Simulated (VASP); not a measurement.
Wanted: the native input for a VASP 6.6.1 run.

```
Task                   : single point
Functional             : PBEsol
Potentials or basis    : VASP PAW PBE potentials, release 64 (Ti_sv, O)
Cutoff                 : 520 eV
k mesh                 : 6 × 6 × 4
Occupations            : gaussian, width 0.01 eV
Spin                   : no spin polarisation
Dipole correction      : no
Further INCAR settings : ALGO = Normal; EDIFF = 1e-06; NBANDS = 33
```

The structure of TiO2 lies in POSCAR:

```
TiO2
1.0
    2.6817633294     -2.6823787596      0.0000000000
    2.6817633294      2.6823787596      0.0000000000
   -2.6099106155      0.0000000000      4.7536155166
Ti O
2 4
Direct
    0.1341100000      0.8658900000      0.2500000000
    0.8658900000      0.1341100000      0.7500000000
    0.3312210000      0.0887550000      0.6671490000
    0.6687790000      0.9112450000      0.3328510000
    0.9112450000      0.6687790000      0.8328510000
    0.0887550000      0.3312210000      0.1671490000
```

These files were run (other wordings do the same):

INCAR

```
PREC = Accurate ; ENCUT = 520
EDIFF = 1E-6 ; ISMEAR = 0
SIGMA = 0.01 ; LREAL = False
LASPH = True ; NELM = 80
ALGO = Normal ; ISIF = 2
LWAVE = False ; LCHARG = False
GGA = PS ; NBANDS = 33
```

KPOINTS

```
regular mesh
0
Gamma
  6 6 4
```

Potentials or basis: VASP PAW PBE potentials, release 64 (Ti_sv, O).

Launch:

```bash
$ cat potpaw_PBE.64/Ti_sv/POTCAR potpaw_PBE.64/O/POTCAR > POTCAR
$ mpirun -np 1 vasp_std > vasp.out
```

Results of the run:

```
Pressure               : -1.4 GPa
Largest force          : 0.093 eV/Å
Band gap on the k mesh : 2.07 eV (least direct gap 2.40 eV)
```

Caveat: the PAW data sets were made with another functional, which shifts forces and pressure a little.

Run time: 91 s on 1 thread of Intel(R) Xeon(R) Platinum 8488C (Sapphire Rapids), on a shared host, peak memory 0.23 GiB.
